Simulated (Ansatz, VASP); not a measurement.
## NaH3: VASP beside Ansatz

```
Na H
1.0
     0.00000    0.00000    3.60674
     4.87197    0.00000    0.00000
    -2.43598    4.21925    0.00000
Na H
2 6
Direct
  0.25000 0.33333 0.66667
  0.75000 0.66667 0.33333
  0.25000 0.92092 0.84184
  0.75000 0.07908 0.92092
  0.25000 0.15816 0.07908
  0.75000 0.07908 0.15816
  0.25000 0.92092 0.07908
  0.75000 0.84184 0.92092
```

Alike in both runs: task single point; functional PBE; k mesh 6 × 6 × 6; occupations gaussian, width 0.1 eV; no spin polarisation.

```csv
,VASP,Ansatz
version,VASP 6.6.1,Ansatz 0.2.0
potentials or method,"VASP PAW PBE potentials, release 64 (Na_pv, H), cutoff 520 eV","scalar-relativistic, plane waves, PAW"
valence electrons in the cell,20,24
```

VASP gave:

- gap on the k mesh at the Fermi level (eV): none
- pressure (GPa): -0.2
- traceless stress, the component that is largest in VASP (GPa): 0.32
- rms of the force components (eV/Å): 0.019

Task: What did Ansatz give for the same quantities?

Result: gap on the k mesh at the Fermi level (eV): none; pressure (GPa): 0.0; traceless stress, the component that is largest in VASP (GPa): 0.30; rms of the force components (eV/Å): 0.017.

Atom by atom the forces differ by 0.002 eV/Å (rms over components). A gap of «none» marks a metal or a gap that the smearing closes. VASP's potentials hold 20 valence electrons a cell and Ansatz's 24, so a difference there can come from the potentials and not from the codes.
